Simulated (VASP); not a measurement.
Here is a VASP 6.6.1 calculation.

POSCAR

```
GaN
1.0
    0.0000000000      2.3389106427      2.1467438436
    2.3389106427      0.0000000000      2.1467438436
    2.3389106427      2.3389106427      0.0000000000
Ga N
1 1
Direct
    0.0000000000      0.0000000000      0.0000000000
    0.2500000000      0.2500000000      0.2500000000
```

INCAR.step1

```
  ALGO = Normal
  EDIFF = 1E-4
  ENCUT = 520
  GGA = PE
  ISMEAR = 0
  LASPH = True
  LCHARG = False
  LREAL = False
  LWAVE = True
  NBANDS = 16
  NELM = 80
  PREC = Accurate
  SIGMA = 0.01
```

File INCAR.step2:

```
  ALGO = Normal
  EDIFF = 1E-6
  ENCUT = 520
  ISIF = 2
  ISMEAR = 0
  ISTART = 1
  LASPH = True
  LCHARG = True
  LELF = True
  LMIXTAU = True
  LREAL = False
  LVHAR = True
  LWAVE = False
  METAGGA = R2SCAN
  NBANDS = 16
  NELM = 80
  PREC = Accurate
  SIGMA = 0.01
```

KPOINTS

```
k-points
0
Gamma
  10 10 10
```

Potentials or basis: VASP PAW PBE potentials, release 64 (Ga_d, N).

Launch:

```sh
$ cat potpaw_PBE.64/Ga_d/POTCAR potpaw_PBE.64/N/POTCAR > POTCAR
$ cp INCAR.step1 INCAR
$ mpirun -np 1 vasp_std > vasp.out
$ cp INCAR.step2 INCAR
$ mpirun -np 1 vasp_std > vasp.out
```

What does it give for the band gap on the k mesh?

1.70 eV.

What does it give for the pressure?

-5.4 GPa.

Stress tensor (GPa, compression positive):
```
-8.48  0.00  0.00
 0.00 -8.48  0.00
 0.00  0.00  0.88
```

Caveat: the cell differs from its parent crystal (epitaxial xy strain +4.0%); the stress differs along the axes, from -8 to 1 GPa; the structure was generated, so it needn't be the stable form of GaN; the PAW data sets were made with another functional, which shifts forces and pressure a little.
